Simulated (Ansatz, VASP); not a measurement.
One calculation of AgCl, two programs

```
Ag Cl
1.0
     3.43397    0.00000    0.00000
     0.00000    3.43397    0.00000
     0.00000    0.00000    3.36529
Ag Cl
1 1
Cartesian
  0.0000 0.0000 0.0000
  1.7170 1.7170 1.6826
```

Change from the starting cell: zz strain of -2 %.

Alike in both runs: task single point; functional PBEsol; k mesh 9 × 9 × 9; occupations fermi-dirac, width 0.01 eV; no spin polarisation.

```csv
,VASP,Ansatz
version,VASP 6.6.1,Ansatz 0.2.0
potentials or method,"VASP PAW PBE potentials, release 64 (Ag, Cl), cutoff 520 eV","all-electron LAPW, scalar-relativistic"
```

Ansatz gave:

```
gap on the k mesh at the Fermi level (eV)                     : 0.42
pressure (GPa)                                                : -3.8
traceless stress, the component that is largest in VASP (GPa) : 0.66
```

Task: What did VASP give for the same quantities?

Result: gap on the k mesh at the Fermi level (eV): 0.42; pressure (GPa): -3.9; traceless stress, the component that is largest in VASP (GPa): 0.66.

VASP's potentials were made for PBE, not for PBEsol. Ansatz ran all-electron here, and VASP with PAW potentials.
